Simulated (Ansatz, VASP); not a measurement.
TiN in VASP and in Ansatz

```
Ti N
1.0
     0.00000    4.24659    4.24659
     4.24659    0.00000    4.24659
     4.24659    4.24659    0.00000
Ti N
8 8
Direct
  0.00000 0.00000 0.00000
  0.00000 0.00000 0.50000
  0.00000 0.50000 0.00000
  0.00000 0.50000 0.50000
  0.50000 0.00000 0.00000
  0.50000 0.00000 0.50000
  0.50000 0.50000 0.00000
  0.50000 0.50000 0.50000
  0.25000 0.25000 0.25000
  0.25000 0.25000 0.75000
  0.25000 0.75000 0.25000
  0.25000 0.75000 0.75000
  0.75000 0.25000 0.25000
  0.75000 0.25000 0.75000
  0.75000 0.75000 0.25000
  0.75000 0.75000 0.75000
```

Alike in both runs: task single point; functional LDA; k mesh 4 × 4 × 4; occupations methfessel-paxton of order 1, width 0.1 eV; no spin polarisation.

|  | VASP | Ansatz |
| --- | --- | --- |
| version | VASP 6.6.1 | Ansatz 0.2.0 |
| potentials or method | VASP PAW LDA potentials, release 64 (Ti_sv, N), cutoff 600 eV | plane-wave PAW DFT |
| valence electrons in the cell | 136 | 136 |

```csv
,VASP,Ansatz,Ansatz less VASP
pressure (GPa),-14.2,-15.0,-0.85
```

Ansatz warns that its potentials were made for another functional, while VASP's fit it. LDA's correlation is that of Perdew and Zunger in VASP and of Perdew and Wang (1992) in Ansatz.
